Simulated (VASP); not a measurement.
Wanted: the native input for a VASP 6.6.1 run.

```yaml
Task: single point
Functional: PBE
Potentials_or_basis: VASP PAW PBE potentials, release 64 (As)
Cutoff: 520 eV
k_mesh: 20 × 20 × 18
Occupations: gaussian, width 0.1 eV
Spin: no spin polarisation
Dipole_correction: no
Further_INCAR_settings: ALGO = Normal; EDIFF = 1e-06; NBANDS = 12
```

The structure of As lies in POSCAR:

```
As
1.0
    1.4249256349     -4.3493827188      0.0000000000
    1.4249256349      4.3493827188      0.0000000000
    0.0000000000      0.0000000000      3.6944596864
As
2
Direct
    0.9038929154      0.0961070846      0.2500000000
    0.0961070846      0.9038929154      0.7500000000
```

One way to write it, as run:

INCAR

```
  ALGO = Normal
  EDIFF = 1E-6
  ENCUT = 520
  GGA = PE
  ISIF = 2
  ISMEAR = 0
  LASPH = T
  LCHARG = F
  LREAL = F
  LWAVE = F
  NBANDS = 12
  NELM = 100
  PREC = Accurate
  SIGMA = 0.1
```

KPOINTS

```
k-points
0
Gamma
  20 20 18
```

Potentials or basis: VASP PAW PBE potentials, release 64 (As).

The run is started by

```bash
$ cat potpaw_PBE.64/As/POTCAR > POTCAR
$ mpirun -np 1 vasp_std > vasp.out
```

Results of the run:

The pressure is 0.2 GPa and the largest force is 0.057 eV/Å. The band gap on the k mesh is zero (band 5 reaches 9.41 eV, above the bottom of band 6 at 1.64 eV).

Wall time 5.3 min on 1 thread of Intel(R) Xeon(R) Platinum 8124M CPU @ 3.00GHz (Skylake/Cascade Lake) (shared host), peak memory 0.61 GiB.
